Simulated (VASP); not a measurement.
# VRu (Pm-3m) in VASP: a series of runs

The runs below take VRu through single point, with LDA.

Everything below comes from runs of VASP 6.6.1. Logs are shortened: lines on timing, memory, paths and dates and some standing lists are left out, and cuts for length are marked.

**1. The cell of the first run**

The structure is cubic, space group Pm-3m (No. 221). Conventional cell: a = 2.990 Å, b = 2.990 Å, c = 2.990 Å, α = 90.00°, β = 90.00°, γ = 90.00°. Within 3.4 Å of V (site symmetry m-3m) lie 8 Ru at 2.59 Å and 6 V at 2.99 Å. Ru (site symmetry m-3m) has 8 V at 2.59 Å and 6 Ru at 2.99 Å within 3.4 Å.

**2. Single point, LDA, collinear spin, ferromagnetic start**

Contents of INCAR:

```
ALGO = Normal ; EDIFF = 1E-7
ENCUT = 520 ; ISIF = 2
ISMEAR = -1 ; ISPIN = 2
LASPH = T ; LCHARG = F
LMAXMIX = 4 ; LORBIT = 11
LREAL = F ; LWAVE = F
MAGMOM = 1.05 0.07 ; NBANDS = 24
NELM = 150 ; NUPDOWN = 1.2
PREC = Accurate ; SIGMA = 0.05
```

Contents of KPOINTS:

```
k-points
0
Gamma
  10 10 10
```

Contents of POSCAR:

```
VRu
1.0
    2.9900000000      0.0000000000      0.0000000000
    0.0000000000      2.9900000000      0.0000000000
    0.0000000000      0.0000000000      2.9900000000
V Ru
1 1
Direct
    0.5000000000      0.5000000000      0.5000000000
    0.0000000000      0.0000000000      0.0000000000
```

Potentials or basis: VASP PAW LDA potentials, release 64 (V_sv, Ru_pv).

On the command line:

```console
> cat potpaw_LDA.64/V_sv/POTCAR potpaw_LDA.64/Ru_pv/POTCAR > POTCAR
> mpirun -np 1 vasp_std > vasp.out
```

OUTCAR:

```text
EDIFF = 1E-7
   ENCUT = 520
   ISIF = 2
   ISMEAR = -1
   ISPIN = 2
   LASPH = T
   LORBIT = 11
   LREAL = F
   NELM = 150
   NUPDOWN = 1.2
   PREC = Accurate

 ion  position               nearest neighbor table
   1  0.500  0.500  0.500-   2 2.59   2 2.59   2 2.59   2 2.59   2 2.59   2 2.59   2 2.59   2 2.59

   2  0.000  0.000  0.000-   1 2.59   1 2.59   1 2.59   1 2.59   1 2.59   1 2.59   1 2.59   1 2.59

  LATTYP: Found a simple cubic cell.
 ALAT       =     2.9900000000

  Lattice vectors:

 A1 = (   2.9900000000,   0.0000000000,   0.0000000000)
 A2 = (   0.0000000000,   2.9900000000,   0.0000000000)
 A3 = (   0.0000000000,   0.0000000000,   2.9900000000)

Analysis of symmetry for initial positions (statically):
=====================================================================
 Subroutine PRICEL returns:
 Original cell was already a primitive cell.

 Routine SETGRP: Setting up the symmetry group for a
 simple cubic supercell.

 Subroutine GETGRP returns: Found 48 space group operations
 (whereof 48 operations were pure point group operations)
 out of a pool of 48 trial point group operations.

The static configuration has the point symmetry O_h .

Analysis of symmetry for dynamics (positions and initial velocities):
=====================================================================
 Subroutine PRICEL returns:
 Original cell was already a primitive cell.

 Routine SETGRP: Setting up the symmetry group for a
 simple cubic supercell.

 Subroutine GETGRP returns: Found 48 space group operations
 (whereof 48 operations were pure point group operations)
 out of a pool of 48 trial point group operations.

The dynamic configuration has the point symmetry O_h .

Analysis of structural, dynamic, and magnetic symmetry:
=====================================================================
 Subroutine PRICEL returns:
 Original cell was already a primitive cell.

 Routine SETGRP: Setting up the symmetry group for a
 simple cubic supercell.

 Subroutine GETGRP returns: Found 48 space group operations
 (whereof 48 operations were pure point group operations)
 out of a pool of 48 trial point group operations.

The overall configuration has the point symmetry O_h .

 Subroutine INISYM returns: Found 48 space group operations
 (whereof 48 operations are pure point group operations),
 and found     1 'primitive' translations

----------------------------------------------------------------------------------------

                                     Primitive cell

  volume of cell :      26.7309

  direct lattice vectors                    reciprocal lattice vectors
     2.990000000  0.000000000  0.000000000     0.334448161  0.000000000  0.000000000
     0.000000000  2.990000000  0.000000000     0.000000000  0.334448161  0.000000000
     0.000000000  0.000000000  2.990000000     0.000000000  0.000000000  0.334448161

  length of vectors
     2.990000000  2.990000000  2.990000000     0.334448161  0.334448161  0.334448161

  position of ions in fractional coordinates (direct lattice)
     0.500000000  0.500000000  0.500000000
     0.000000000  0.000000000  0.000000000

  ion indices of the primitive-cell ions
   primitive index   ion index
                 1           1
                 2           2

----------------------------------------------------------------------------------------

 KPOINTS: k-points

Automatic generation of k-mesh.
 Grid dimensions read from file:
 generate k-points for:   10   10   10

 Generating k-lattice:

  Cartesian coordinates                     Fractional coordinates (reciprocal lattice)
     0.033444816  0.000000000  0.000000000     0.100000000  0.000000000  0.000000000
     0.000000000  0.033444816  0.000000000     0.000000000  0.100000000  0.000000000
     0.000000000  0.000000000  0.033444816     0.000000000  0.000000000  0.100000000

  Length of vectors
     0.033444816  0.033444816  0.033444816

  Shift w.r.t. Gamma in fractional coordinates (k-lattice)
     0.000000000  0.000000000  0.000000000

 Subroutine IBZKPT returns following result:
 ===========================================

 Found     56 irreducible k-points:

 Following reciprocal coordinates:
            Coordinates               Weight
  0.000000  0.000000  0.000000      1.000000
  0.100000  0.000000  0.000000      6.000000
  0.200000  0.000000  0.000000      6.000000
  0.300000  0.000000  0.000000      6.000000
  0.400000  0.000000  0.000000      6.000000
  0.500000  0.000000  0.000000      3.000000
[... 16 lines left out ...]
  0.200000  0.100000  0.100000     24.000000
  0.300000  0.100000  0.100000     24.000000
 [... further k-points ...]
   k-points           NKPTS =     56   k-points in BZ     NKDIM =     56   number of bands    NBANDS=     24
   number of dos      NEDOS =    301   number of ions     NIONS =      2
   total plane-waves  NPLWV =  13824
   dimension x,y,z NGX =    24 NGY =   24 NGZ =   24
   dimension x,y,z NGXF=    48 NGYF=   48 NGZF=   48
   ions per type =               1   1
   NGX,Y,Z   is equivalent  to a cutoff of  13.34, 13.34, 13.34 a.u.
   NGXF,Y,Z  is equivalent  to a cutoff of  26.69, 26.69, 26.69 a.u.
 SYSTEM =  unknown system
   PREC   = accura    normal or accurate (medium, high low for compatibility)
   ISTART =      0    job   : 0-new  1-cont  2-samecut
   ICHARG =      2    charge: 1-file 2-atom 10-const
   ISPIN  =      2    spin polarized calculation?
   LNONCOLLINEAR =      F non collinear calculations
   LSORBIT =      F    spin-orbit coupling
   LASPH  =      T    aspherical Exc in radial PAW
   ENCUT  =  520.0 eV  38.22 Ry    6.18 a.u.   5.56  5.56  5.56*2*pi/ulx,y,z
   NELM   =    150;   NELMIN=  2; NELMDL= -5     # of ELM steps
   EDIFF  = 0.1E-06   stopping-criterion for ELM
   LREAL  =      F    real-space projection
   EDIFFG = 0.1E-05   stopping-criterion for IOM
   NSW    =      0    number of steps for IOM
   IBRION =     -1    ionic relax: 0-MD 1-quasi-New 2-CG
   NFREE  =      0    steps in history (QN), initial steepest desc. (CG)
   ISIF   =      2    stress and relaxation
   ISYM   =      2    0-nonsym 1-usesym 2-fastsym
   POTIM  = 0.5000    time-step for ionic-motion
   TEBEG  =    0.0;   TEEND  =   0.0 temperature during run
   PSTRESS=    0.0 pullay stress
   NELECT =      27.0000    total number of electrons
   NUPDOWN=       1.2000    fix difference up-down
   EMIN   =  10.00;   EMAX   =-10.00  energy-range for DOS
   EFERMI =   0.00;   METHOD = LEGACY
   ISMEAR =    -1;   SIGMA  =   0.05  broadening in eV -4-tet -1-fermi 0-gaus
   EFERMI_NEDOS =   21; number of points for ismear=-14 and -15
   IALGO  =     38    algorithm
   IMIX   =      4    mixing-type and parameters
     AMIX     =   0.40;   BMIX     =  1.00
     AMIX_MAG =   1.60;   BMIX_MAG =  1.00
  volume/ion in A,a.u.               =      13.37        90.19
  Fermi-wavevector in a.u.,A,eV,Ry     =   1.642574  3.104014 36.709182  2.698049
  Thomas-Fermi vector in A             =   2.732853
   LORBIT       =     11    0 simple, 1 ext, 2 COOP (PROOUT), +10 PAW based schemes
   GGA     = CA    functional components
   LHFCALC =     F    Hartree Fock is set to
   AEXX    =    0.0000 exact exchange contribution
   IVDW    =     0    specifies the selected vdW correction
   LEPSILON=     F    determine dielectric tensor
   LRPA    =     F    only Hartree local field effects (RPA)
 spin polarized calculation
  energy-cutoff  :      520.00
  volume of cell :       26.73
 maximum number of plane-waves:       739
 NGX is ok and might be reduce to    24
   NGX = 11   NGY = 11   NGZ = 11

 number of electron      26.9999991 magnetization       1.2000079

 Free energy of the ion-electron system (eV)
  ---------------------------------------------------
  ext. energy  EPLUGINS =         0.00000000
  ---------------------------------------------------
  free energy    TOTEN  =       -20.89481594 eV

  energy without entropy =      -20.87155204  energy(sigma->0) =      -20.88318399

 E-fermi :  11.1810     XC(G=0): -13.8762

 val. band max:       12.0417154206   @ k =   0.3000   0.2000   0.1000
 cond. band min:      11.2388701331   @ k =   0.4000   0.1000   0.0000
 fundamental gap:     -0.8028452875
 Fermi energy:        12.0456411712

 spin component 1

 k-point     1 :       0.0000    0.0000    0.0000
  band No.  band energies     occupation
      1     -52.4305      1.00000
      2     -31.0298      1.00000
      3     -31.0298      1.00000
      4     -31.0298      1.00000
      5     -26.5800      1.00000
      6     -26.5800      1.00000
[... 16 lines left out ...]
     23      29.7521      0.00000
     24      29.7521      0.00000
[... 598 lines left out ...]
      2     -31.1455      1.00000
      3     -31.0220      1.00000
      4     -31.0214      1.00000
      5     -26.7128      1.00000
      6     -26.6086      1.00000
[... 16 lines left out ...]
     23      28.0792      0.00000
     24      29.5886      0.00000

 [... further k-points ...]

 spin component 2

 k-point     1 :       0.0000    0.0000    0.0000
  band No.  band energies     occupation
      1     -51.5283      1.00000
      2     -30.9693      1.00000
      3     -30.9693      1.00000
      4     -30.9693      1.00000
      5     -25.7025      1.00000
      6     -25.7025      1.00000
[... 16 lines left out ...]
     23      30.1517      0.00000
     24      30.1517      0.00000
[... 598 lines left out ...]
      2     -31.0861      1.00000
      3     -30.9642      1.00000
      4     -30.9635      1.00000
      5     -25.8371      1.00000
      6     -25.7290      1.00000
[... 16 lines left out ...]
     23      28.4659      0.00000
     24      29.8529      0.00000

 [... further k-points ...]

------------------------ aborting loop because EDIFF is reached ----------------------------------------

  FORCE on cell =-STRESS in cart. coord.  units (eV):
  Direction    XX          YY          ZZ          XY          YZ          ZX
  --------------------------------------------------------------------------------------
  -------------------------------------------------------------------------------------
  Total       -1.2852729     -1.2852729     -1.2852729     -0.0000000      0.0000000     -0.0000000
  in kB      -77.0357590    -77.0357590    -77.0357590     -0.0000000      0.0000000     -0.0000000
  external PRESSURE =     -77.0357590 kB  Pullay stress =       0.0000000 kB

 VOLUME and BASIS-vectors are now :
 -----------------------------------------------------------------------------
  energy-cutoff  :      520.00
  volume of cell :       26.73
      direct lattice vectors                 reciprocal lattice vectors
     2.990000000  0.000000000  0.000000000     0.334448161  0.000000000  0.000000000
     0.000000000  2.990000000  0.000000000     0.000000000  0.334448161  0.000000000
     0.000000000  0.000000000  2.990000000     0.000000000  0.000000000  0.334448161

 POSITION                                       TOTAL-FORCE (eV/Angst)
 -----------------------------------------------------------------------------------
      1.49500      1.49500      1.49500         0.000000      0.000000      0.000000
      0.00000      0.00000      0.00000         0.000000      0.000000      0.000000
 -----------------------------------------------------------------------------------
    total drift:                                0.000000      0.000000     -0.000000

  FREE ENERGIE OF THE ION-ELECTRON SYSTEM (eV)
  ---------------------------------------------------
  free  energy   TOTEN  =       -20.8948159372 eV

  energy  without entropy=      -20.8715520412  energy(sigma->0) =      -20.88318399

 total charge

# of ion       s       p       d       tot
------------------------------------------
    1        2.335   6.256   3.049  11.639
    2        0.416   6.292   6.036  12.744
--------------------------------------------------
tot          2.751  12.548   9.084  24.383

 magnetization (x)

# of ion       s       p       d       tot
------------------------------------------
    1        0.010   0.018   0.954   0.983
    2        0.002   0.026   0.056   0.084
--------------------------------------------------
tot          0.012   0.044   1.010   1.067
```

It took 89 s on 1 thread of Intel Xeon 8259CL, shared host; peak memory 0.17 GiB.

Results:

```yaml
Free_energy: -20.8948 eV
Pressure: -7.7 GPa
Net_moment: 1.20 μB per cell
Site_moments: V +0.98; Ru +0.08 μB
Valence_electrons_inside_the_program's_atomic_spheres: V 11.64; Ru 12.74
```

Caveat: the total moment is fixed, so each spin has its own Fermi level.

**3. Single point, LDA, collinear spin, ferromagnetic start**

Contents of INCAR:

```
SYSTEM = VRu
PREC     = Accurate       ! precision mode
ENCUT    = 520            ! plane-wave cutoff, eV
EDIFF    = 1E-7           ! SCF threshold, eV
ISMEAR   = -1             ! smearing method
SIGMA    = 0.05           ! smearing width, eV
LREAL    = .False.        ! projectors in reciprocal space
LASPH    = .True.         ! aspherical terms in the spheres
NELM     = 150            ! most SCF steps
ALGO     = Normal         ! electronic algorithm
ISIF     = 2              ! what is computed and relaxed
LWAVE    = .False.        ! write WAVECAR
LCHARG   = .True.         ! write CHGCAR
ISPIN    = 2              ! spin polarisation
MAGMOM   = 1.23 0.15      ! initial moments
LORBIT   = 11             ! projections on sites
NUPDOWN  = 1.5            ! fixed moment
LMAXMIX  = 4              ! l up to which the mixer works
GGA      = CA             ! functional
LELF     = .True.         ! ELF
LVHAR    = .True.       
NBANDS   = 24             ! bands
```

Contents of KPOINTS:

```
Automatic mesh
0
Gamma
  10 10 10
  0 0 0
```

POSCAR is that of step 2.

Potentials or basis: VASP PAW LDA potentials, release 64 (V_sv, Ru_pv).

On the command line:

```console
> cat potpaw_LDA.64/V_sv/POTCAR potpaw_LDA.64/Ru_pv/POTCAR > POTCAR
> mpirun -np 1 vasp_std > vasp.out
```

Run time: 85 s. Hardware: 1 thread of Intel Xeon 8259CL, shared host; peak memory 0.17 GiB.

Results (log left out):

* Free energy: -20.7345 eV
* Pressure: -6.2 GPa
* Net moment: 1.50 μB per cell
* Site moments: V +1.15; Ru +0.17 μB
* Valence electrons inside the program's atomic spheres: V 11.65; Ru 12.75

Caveat: the total moment is fixed, so each spin has its own Fermi level.

**4. Single point, LDA, collinear spin, ferromagnetic start**

Contents of INCAR:

```
  PREC = Accurate
  ENCUT = 520
  EDIFF = 1E-6
  ISMEAR = -1
  SIGMA = 0.05
  LREAL = F
  LASPH = T
  NELM = 150
  ALGO = Normal
  ISIF = 2
  LWAVE = F
  LCHARG = F
  ISPIN = 2
  MAGMOM = 1.36 0.28
  LORBIT = 11
  NUPDOWN = 1.8
  LMAXMIX = 4
  NBANDS = 24
```

Contents of KPOINTS:

```
Automatic mesh
0
Gamma
  10 10 10
```

POSCAR is that of step 3.

On the command line:

```console
> cat potpaw_LDA.64/V_sv/POTCAR potpaw_LDA.64/Ru_pv/POTCAR > POTCAR
> mpirun -np 1 vasp_std > vasp.out
```

Run time: 76 s. Hardware: 1 thread of Intel Xeon 8259CL, shared host; peak memory 0.17 GiB.

It converged, with:

```
Free energy                                           : -20.5275 eV
Pressure                                              : -4.7 GPa
Net moment                                            : 1.80 μB per cell
Site moments                                          : V +1.27; Ru +0.30 μB
Valence electrons inside the program's atomic spheres : V 11.66; Ru 12.76
```

Caveat: the total moment is fixed, so each spin has its own Fermi level.

**5. Summary**

```tsv
fixed moment (μB)	pressure (GPa)	moment (μB)
1.2	-7.7	1.20
1.5	-6.2	1.50
1.8	-4.7	1.80
```

Alike in all rows: task single point; level LDA; potentials or basis VASP PAW LDA potentials, release 64 (V_sv, Ru_pv); spin collinear, ferromagnetic start; cell as given; k mesh 10 × 10 × 10; cutoff (eV) 520; smearing fermi-dirac 0.05 eV.

Caveats: the total moment is fixed, so each spin has its own Fermi level.

Absolute energies hang on the potentials; compare differences alone.
